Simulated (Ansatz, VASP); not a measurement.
# Sc in VASP and in Ansatz

```
Sc
1.0
     3.20953    0.00000    0.00000
    -1.60477    2.77954    0.00000
     0.00000    0.00000    5.18898
Sc
2
Direct
  0.33333 0.66667 0.25000
  0.66667 0.33333 0.75000
```

Change from the starting cell: strain -0.030 along x and y, -0.015 along z, atoms carried along.

Alike in both runs: task single point; functional PBEsol; k mesh 18 × 18 × 10; occupations gaussian, width 0.15 eV; no spin polarisation.

```csv
,VASP,Ansatz
version,VASP 6.6.1,Ansatz 0.2.0
potentials or method,"VASP PAW PBE potentials, release 64 (Sc_sv), cutoff 520 eV","scalar-relativistic, plane waves, PAW"
valence electrons in the cell,22,22
```

```csv
,VASP,Ansatz,Ansatz less VASP
gap on the k mesh at the Fermi level (eV),none,none,-
pressure (GPa),1.4,1.4,-0.02
"traceless stress, the component that is largest in VASP (GPa)",-2.18,-2.18,-0.004
```

VASP's potentials were made for PBE, not for PBEsol. A gap of «none» marks a metal or a gap that the smearing closes.
